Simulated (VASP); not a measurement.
# LaTe (R-3m) in VASP: further runs

LaTe is run at these levels: LDA; tasks: electric field gradients.

Program: VASP 6.6.1. These are calculated values, not measurements. Logs are shortened: lines on timing, memory, paths and dates and some standing lists are left out, and cuts for length are marked.

## (1) The cell of the first run

Symmetry: R-3m, No. 166, trigonal system. Conventional cell: a = 4.586 Å, b = 4.586 Å, c = 10.901 Å, α = 90.00°, β = 90.00°, γ = 120.00°. Within 4.2 Å of La (site symmetry -3m) lie 6 Te at 3.21 Å. Te (site symmetry -3m) has 6 La at 3.21 Å within 4.2 Å.

## (2) Electric field gradients, LDA (equal xy, yz and zx shear strains of -2 %)

File INCAR:

```
SYSTEM = LaTe
  ALGO = Normal
  EDIFF = 1E-8
  ENCUT = 520
  GGA = CA
  ISIF = 2
  ISMEAR = -1
  LASPH = .TRUE.
  LCHARG = .FALSE.
  LEFG = .TRUE.
  LREAL = .FALSE.
  LWAVE = .FALSE.
  NBANDS = 16
  NELM = 80
  PREC = Accurate
  SIGMA = 0.08
```

File KPOINTS:

```
k-points
0
G
  10 10 10
  0 0 0
```

File POSCAR:

```
LaTe
1.0
   -0.0642200000      3.1788900000      3.1788900000
    3.1788900000     -0.0642200000      3.1788900000
    3.1788900000      3.1788900000     -0.0642200000
La Te
1 1
Direct
    0.0000000000      0.0000000000      0.0000000000
    0.5000000000      0.5000000000      0.5000000000
```

Potentials or basis: VASP PAW LDA potentials, release 64 (La, Te).

Started as:

```sh
cat potpaw_LDA.64/La/POTCAR potpaw_LDA.64/Te/POTCAR > POTCAR
mpirun -np 1 vasp_std > vasp.out
```

OUTCAR:

```text
SYSTEM = LaTe
   EDIFF = 1E-8
   ENCUT = 520
   GGA = CA
   ISIF = 2
   ISMEAR = -1
   LASPH = .TRUE.
   LREAL = .FALSE.
   NELM = 80
   PREC = Accurate

 ion  position               nearest neighbor table
   1  0.000  0.000  0.000-   2 3.21   2 3.21   2 3.21   2 3.21   2 3.21   2 3.21
   2  0.500  0.500  0.500-   1 3.21   1 3.21   1 3.21   1 3.21   1 3.21   1 3.21

  LATTYP: Found a trigonal (rhomboedric) cell.
 ALAT       =     4.4960880188
 COS(alpha) =     0.4797000918

  Lattice vectors:

 A1 = (  -0.0642200000,   3.1788900000,   3.1788900000)
 A2 = (   3.1788900000,  -0.0642200000,   3.1788900000)
 A3 = (   3.1788900000,   3.1788900000,  -0.0642200000)

Analysis of symmetry for initial positions (statically):
=====================================================================
 Subroutine PRICEL returns:
 Original cell was already a primitive cell.

 Routine SETGRP: Setting up the symmetry group for a
 trigonal (rhombohedral) supercell.

 Subroutine GETGRP returns: Found 12 space group operations
 (whereof 12 operations were pure point group operations)
 out of a pool of 12 trial point group operations.

The static configuration has the point symmetry D_3d.

Analysis of symmetry for dynamics (positions and initial velocities):
=====================================================================
 Subroutine PRICEL returns:
 Original cell was already a primitive cell.

 Routine SETGRP: Setting up the symmetry group for a
 trigonal (rhombohedral) supercell.

 Subroutine GETGRP returns: Found 12 space group operations
 (whereof 12 operations were pure point group operations)
 out of a pool of 12 trial point group operations.

The dynamic configuration has the point symmetry D_3d.

 Subroutine INISYM returns: Found 12 space group operations
 (whereof 12 operations are pure point group operations),
 and found     1 'primitive' translations

----------------------------------------------------------------------------------------

                                     Primitive cell

  volume of cell :      66.1942

  direct lattice vectors                    reciprocal lattice vectors
    -0.064220000  3.178890000  3.178890000    -0.152599807  0.155746194  0.155746194
     3.178890000 -0.064220000  3.178890000     0.155746194 -0.152599807  0.155746194
     3.178890000  3.178890000 -0.064220000     0.155746194  0.155746194 -0.152599807

  length of vectors
     4.496088019  4.496088019  4.496088019     0.267956070  0.267956070  0.267956070

  position of ions in fractional coordinates (direct lattice)
     0.000000000  0.000000000  0.000000000
     0.500000000  0.500000000  0.500000000

  ion indices of the primitive-cell ions
   primitive index   ion index
                 1           1
                 2           2

----------------------------------------------------------------------------------------

 KPOINTS: k-points

Automatic generation of k-mesh.
 Grid dimensions read from file:
 generate k-points for:   10   10   10

 Generating k-lattice:

  Cartesian coordinates                     Fractional coordinates (reciprocal lattice)
    -0.015259981  0.015574619  0.015574619     0.100000000 -0.000000000 -0.000000000
     0.015574619 -0.015259981  0.015574619    -0.000000000  0.100000000 -0.000000000
     0.015574619  0.015574619 -0.015259981    -0.000000000 -0.000000000  0.100000000

  Length of vectors
     0.026795607  0.026795607  0.026795607

  Shift w.r.t. Gamma in fractional coordinates (k-lattice)
     0.000000000  0.000000000  0.000000000

 Subroutine IBZKPT returns following result:
 ===========================================

 Found    116 irreducible k-points:

 Following reciprocal coordinates:
            Coordinates               Weight
  0.000000  0.000000  0.000000      1.000000
  0.100000 -0.000000 -0.000000      6.000000
  0.200000 -0.000000 -0.000000      6.000000
  0.300000  0.000000 -0.000000      6.000000
  0.400000 -0.000000 -0.000000      6.000000
  0.500000 -0.000000 -0.000000      3.000000
[... 16 lines left out ...]
  0.300000  0.300000  0.000000      6.000000
  0.400000  0.300000 -0.000000     12.000000
 [... further k-points ...]
   k-points           NKPTS =    116   k-points in BZ     NKDIM =    116   number of bands    NBANDS=     16
   number of dos      NEDOS =    301   number of ions     NIONS =      2
   total plane-waves  NPLWV =  46656
   dimension x,y,z NGX =    36 NGY =   36 NGZ =   36
   dimension x,y,z NGXF=    72 NGYF=   72 NGZF=   72
   ions per type =               1   1
   NGX,Y,Z   is equivalent  to a cutoff of  13.31, 13.31, 13.31 a.u.
   NGXF,Y,Z  is equivalent  to a cutoff of  26.62, 26.62, 26.62 a.u.
 SYSTEM =  LaTe
   PREC   = accura    normal or accurate (medium, high low for compatibility)
   ISTART =      0    job   : 0-new  1-cont  2-samecut
   ICHARG =      2    charge: 1-file 2-atom 10-const
   ISPIN  =      1    spin polarized calculation?
   LNONCOLLINEAR =      F non collinear calculations
   LSORBIT =      F    spin-orbit coupling
   LASPH  =      T    aspherical Exc in radial PAW
   ENCUT  =  520.0 eV  38.22 Ry    6.18 a.u.   8.36  8.36  8.36*2*pi/ulx,y,z
   NELM   =     80;   NELMIN=  2; NELMDL= -5     # of ELM steps
   EDIFF  = 0.1E-07   stopping-criterion for ELM
   LREAL  =      F    real-space projection
   EDIFFG = 0.1E-06   stopping-criterion for IOM
   NSW    =      0    number of steps for IOM
   IBRION =     -1    ionic relax: 0-MD 1-quasi-New 2-CG
   NFREE  =      0    steps in history (QN), initial steepest desc. (CG)
   ISIF   =      2    stress and relaxation
   ISYM   =      2    0-nonsym 1-usesym 2-fastsym
   POTIM  = 0.5000    time-step for ionic-motion
   TEBEG  =    0.0;   TEEND  =   0.0 temperature during run
   PSTRESS=    0.0 pullay stress
   NELECT =      17.0000    total number of electrons
   NUPDOWN=      -1.0000    fix difference up-down
   EMIN   =  10.00;   EMAX   =-10.00  energy-range for DOS
   EFERMI =   0.00;   METHOD = LEGACY
   ISMEAR =    -1;   SIGMA  =   0.08  broadening in eV -4-tet -1-fermi 0-gaus
   EFERMI_NEDOS =   21; number of points for ismear=-14 and -15
   IALGO  =     38    algorithm
   IMIX   =      4    mixing-type and parameters
     AMIX     =   0.40;   BMIX     =  1.00
     AMIX_MAG =   1.60;   BMIX_MAG =  1.00
  volume/ion in A,a.u.               =      33.10       223.35
  Fermi-wavevector in a.u.,A,eV,Ry     =   1.040602  1.966452 14.733096  1.082852
  Thomas-Fermi vector in A             =   2.175185
   LORBIT       =      0    0 simple, 1 ext, 2 COOP (PROOUT), +10 PAW based schemes
   GGA     = CA    functional components
   LHFCALC =     F    Hartree Fock is set to
   AEXX    =    0.0000 exact exchange contribution
   IVDW    =     0    specifies the selected vdW correction
   LEPSILON=     F    determine dielectric tensor
   LRPA    =     F    only Hartree local field effects (RPA)
 non-spin polarized calculation
  energy-cutoff  :      520.00
  volume of cell :       66.19
 maximum number of plane-waves:      1801
 NGX is ok and might be reduce to    36
   NGX = 17   NGY = 17   NGZ = 17

 number of electron      17.0000000 magnetization

 Free energy of the ion-electron system (eV)
  ---------------------------------------------------
  ext. energy  EPLUGINS =         0.00000000
  ---------------------------------------------------
  free energy    TOTEN  =       -12.62021509 eV

  energy without entropy =      -12.58819153  energy(sigma->0) =      -12.60420331

 E-fermi :   8.2328     XC(G=0):  -9.7850

 val. band max:        8.2214469199   @ k =  -0.1000   0.1000   0.0000
 cond. band min:       8.2397609196   @ k =  -0.4000   0.4000   0.2000
 fundamental gap:      0.0183139997
 Fermi energy:         8.2328362726

 k-point     1 :       0.0000    0.0000    0.0000
  band No.  band energies     occupation
      1     -25.0336      2.00000
      2      -8.7480      2.00000
      3      -8.7480      2.00000
      4      -8.7220      2.00000
      5      -4.0977      2.00000
      6       5.9246      2.00000
[... 8 lines left out ...]
     15       9.6421      0.00000
     16       9.6557      0.00000

 k-point     2 :       0.1000   -0.0000   -0.0000
  band No.  band energies     occupation
      1     -25.0314      2.00000
      2      -8.8008      2.00000
      3      -8.7486      2.00000
      4      -8.7260      2.00000
      5      -3.9920      2.00000
      6       5.4819      2.00000
[... 8 lines left out ...]
     15       9.6528      0.00000
     16       9.6626      0.00000

 k-point     3 :       0.2000   -0.0000   -0.0000
  band No.  band energies     occupation
      1     -25.0256      2.00000
      2      -8.9361      2.00000
      3      -8.7504      2.00000
      4      -8.7313      2.00000
      5      -3.7160      2.00000
      6       4.6095      2.00000
[... 8 lines left out ...]
     15       9.6582      0.00000
     16       9.7154      0.00000

 k-point     4 :       0.3000    0.0000   -0.0000
  band No.  band energies     occupation
      1     -25.0184      2.00000
      2      -9.0906      2.00000
      3      -8.7524      2.00000
      4      -8.7371      2.00000
      5      -3.3706      2.00000
      6       3.7839      2.00000
[... 8 lines left out ...]
     15       9.6623      0.00000
     16       9.8428      0.00000
[... 324 lines left out ...]
 k-point    22 :      -0.2000    0.2000    0.0000
  band No.  band energies     occupation
      1     -25.0160      2.00000
      2      -9.0548      2.00000
      3      -8.8327      2.00000
      4      -8.7327      2.00000
      5      -3.3750      2.00000
      6       3.7327      2.00000
[... 8 lines left out ...]
     15       9.6390      0.00000
     16       9.8801      0.00000

 k-point    23 :       0.3000    0.3000    0.0000
  band No.  band energies     occupation
      1     -25.0125      2.00000
      2      -8.9933      2.00000
      3      -8.8305      2.00000
      4      -8.8079      2.00000
      5      -3.6000      2.00000
      6       3.9207      2.00000
[... 8 lines left out ...]
     15       9.7623      0.00000
     16       9.8088      0.00000

 k-point    24 :       0.4000    0.3000   -0.0000
  band No.  band energies     occupation
      1     -25.0077      2.00000
      2      -9.0367      2.00000
      3      -8.8508      2.00000
      4      -8.8187      2.00000
      5      -3.5729      2.00000
      6       4.0347      2.00000
[... 8 lines left out ...]
     15       9.6949      0.00000
     16       9.8379      0.00000

 [... further k-points ...]

------------------------ aborting loop because EDIFF is reached ----------------------------------------

  FORCE on cell =-STRESS in cart. coord.  units (eV):
  Direction    XX          YY          ZZ          XY          YZ          ZX
  --------------------------------------------------------------------------------------
  -------------------------------------------------------------------------------------
  Total       -0.8809092     -0.8809092     -0.8809092      0.0810453      0.0810453      0.0810453
  in kB      -21.3217081    -21.3217081    -21.3217081      1.9616379      1.9616379      1.9616379
  external PRESSURE =     -21.3217081 kB  Pullay stress =       0.0000000 kB

 VOLUME and BASIS-vectors are now :
 -----------------------------------------------------------------------------
  energy-cutoff  :      520.00
  volume of cell :       66.19
      direct lattice vectors                 reciprocal lattice vectors
    -0.064220000  3.178890000  3.178890000    -0.152599807  0.155746194  0.155746194
     3.178890000 -0.064220000  3.178890000     0.155746194 -0.152599807  0.155746194
     3.178890000  3.178890000 -0.064220000     0.155746194  0.155746194 -0.152599807

 POSITION                                       TOTAL-FORCE (eV/Angst)
 -----------------------------------------------------------------------------------
      0.00000      0.00000      0.00000        -0.000000     -0.000000      0.000000
      3.14678      3.14678      3.14678         0.000000      0.000000     -0.000000
 -----------------------------------------------------------------------------------
    total drift:                                0.000000      0.000000      0.000000

  FREE ENERGIE OF THE ION-ELECTRON SYSTEM (eV)
  ---------------------------------------------------
  free  energy   TOTEN  =       -12.6202150899 eV

  energy  without entropy=      -12.5881915348  energy(sigma->0) =      -12.60420331

 Electric field gradients (V/A^2)
---------------------------------------------------------------------
 ion       V_xx      V_yy      V_zz      V_xy      V_xz      V_yz
---------------------------------------------------------------------
   1       0.000    -0.000    -0.000     1.734     1.734     1.734
   2       0.000     0.000    -0.000    -3.023    -3.023    -3.023
---------------------------------------------------------------------

 Electric field gradients after diagonalization (V/A^2)
 (convention: |V_zz| > |V_xx| > |V_yy|)
----------------------------------------------------------------------
 ion       V_xx      V_yy      V_zz     asymmetry (V_yy - V_xx)/ V_zz
----------------------------------------------------------------------
   1      -1.734    -1.734     3.469       0.000
   2       3.023     3.023    -6.046       0.000
----------------------------------------------------------------------

           NMR quadrupolar parameters

 Cq : quadrupolar parameter    Cq=e*Q*V_zz/h
 eta: asymmetry parameters     (V_yy - V_xx)/ V_zz
 Q  : nuclear electric quadrupole moment in mb (millibarn)
----------------------------------------------------------------------
 ion       Cq(MHz)       eta       Q (mb)
----------------------------------------------------------------------
   1       0.008       0.000       1.000
   2      -0.015       0.000       1.000
----------------------------------------------------------------------
```

Run time: 3.1 min. Hardware: 1 thread of Oxide Virtual Turin-like, shared host; peak memory 0.26 GiB.

What came out:

| Quantity | Value |
| --- | --- |
| Free energy | -12.6202 eV |
| Pressure | -2.1 GPa |
| Band gap on the k mesh | zero (an odd number of electrons rules out a gap without spin polarisation) |
| Largest electric field gradient by atom | La +3.5; Te -6.0 V/Å² |

Stress tensor (GPa, compression positive):
```
-2.13  0.20  0.20
 0.20 -2.13  0.20
 0.20  0.20 -2.13
```

Electric field gradients, principal values (V/Å²):
| atom | least | middle | greatest (by size) |
| --- | --- | --- | --- |
| 1 La | -1.734 | -1.734 | 3.469 |
| 2 Te | 3.023 | 3.023 | -6.046 |

Caveat: the cell differs from its parent crystal (equal xy, yz and zx shear strains of -2 %); without QUAD_EFG the Cq values of the log hold for a quadrupole moment of 1 mb, not for the nuclei; spin-orbit coupling is left out, which moves the levels of the heavy elements.

## (3) Electric field gradients, LDA (equal xy, yz and zx shear strains of -2 %)

File INCAR:

```
SYSTEM = LaTe
  ALGO = Normal
  EDIFF = 1E-8
  ENCUT = 520
  ISIF = 2
  ISMEAR = -1
  LASPH = .True.
  LCHARG = .False.
  LEFG = .True.
  LREAL = .False.
  LWAVE = .False.
  NBANDS = 16
  NELM = 80
  PREC = Accurate
  SIGMA = 0.08
```

File KPOINTS:

```
k-points
0
Gamma
  10 10 10
  0 0 0
```

POSCAR is that of step 2.

Potentials or basis: VASP PAW LDA potentials, release 64 (La, Te).

Started as:

```sh
cat potpaw_LDA.64/La/POTCAR potpaw_LDA.64/Te/POTCAR > POTCAR
mpirun -np 1 vasp_std > vasp.out
```

OUTCAR:

```text
SYSTEM = LaTe
   EDIFF = 1E-8
   ENCUT = 520
   ISIF = 2
   ISMEAR = -1
   LASPH = .True.
   LREAL = .False.
   NELM = 80
   PREC = Accurate

 ion  position               nearest neighbor table
   1  0.000  0.000  0.000-   2 3.21   2 3.21   2 3.21   2 3.21   2 3.21   2 3.21
   2  0.500  0.500  0.500-   1 3.21   1 3.21   1 3.21   1 3.21   1 3.21   1 3.21

  LATTYP: Found a trigonal (rhomboedric) cell.
 ALAT       =     4.4960880188
 COS(alpha) =     0.4797000918

  Lattice vectors:

 A1 = (  -0.0642200000,   3.1788900000,   3.1788900000)
 A2 = (   3.1788900000,  -0.0642200000,   3.1788900000)
 A3 = (   3.1788900000,   3.1788900000,  -0.0642200000)
[... 668 lines left out ...]
  free  energy   TOTEN  =       -12.6202150899 eV

  energy  without entropy=      -12.5881915348  energy(sigma->0) =      -12.60420331

 Electric field gradients (V/A^2)
---------------------------------------------------------------------
 ion       V_xx      V_yy      V_zz      V_xy      V_xz      V_yz
---------------------------------------------------------------------
   1       0.000    -0.000    -0.000     1.734     1.734     1.734
   2       0.000     0.000    -0.000    -3.023    -3.023    -3.023
---------------------------------------------------------------------

 Electric field gradients after diagonalization (V/A^2)
 (convention: |V_zz| > |V_xx| > |V_yy|)
----------------------------------------------------------------------
 ion       V_xx      V_yy      V_zz     asymmetry (V_yy - V_xx)/ V_zz
----------------------------------------------------------------------
   1      -1.734    -1.734     3.469       0.000
   2       3.023     3.023    -6.046       0.000
----------------------------------------------------------------------

           NMR quadrupolar parameters

 Cq : quadrupolar parameter    Cq=e*Q*V_zz/h
 eta: asymmetry parameters     (V_yy - V_xx)/ V_zz
 Q  : nuclear electric quadrupole moment in mb (millibarn)
----------------------------------------------------------------------
 ion       Cq(MHz)       eta       Q (mb)
----------------------------------------------------------------------
   1       0.008       0.000       1.000
   2      -0.015       0.000       1.000
----------------------------------------------------------------------
```

Run time: 3.2 min. Hardware: 1 thread of Oxide Virtual Turin-like, shared host; peak memory 0.26 GiB.

What came out:

```yaml
Free_energy: -12.6202 eV
Pressure: -2.1 GPa
Band_gap_on_the_k_mesh: zero (an odd number of electrons rules out a gap without spin polarisation)
Largest_electric_field_gradient_by_atom: La +3.5; Te -6.0 V/Å²
```

Electric field gradients, principal values (V/Å²):
```
atom   least  middle  greatest (by size)
1 La  -1.734  -1.734               3.469
2 Te   3.023   3.023              -6.046
```

Caveat: the cell differs from its parent crystal (equal xy, yz and zx shear strains of -2 %); without QUAD_EFG the Cq values of the log hold for a quadrupole moment of 1 mb, not for the nuclei; spin-orbit coupling is left out, which moves the levels of the heavy elements.

(Continued in part 2 of 2.)
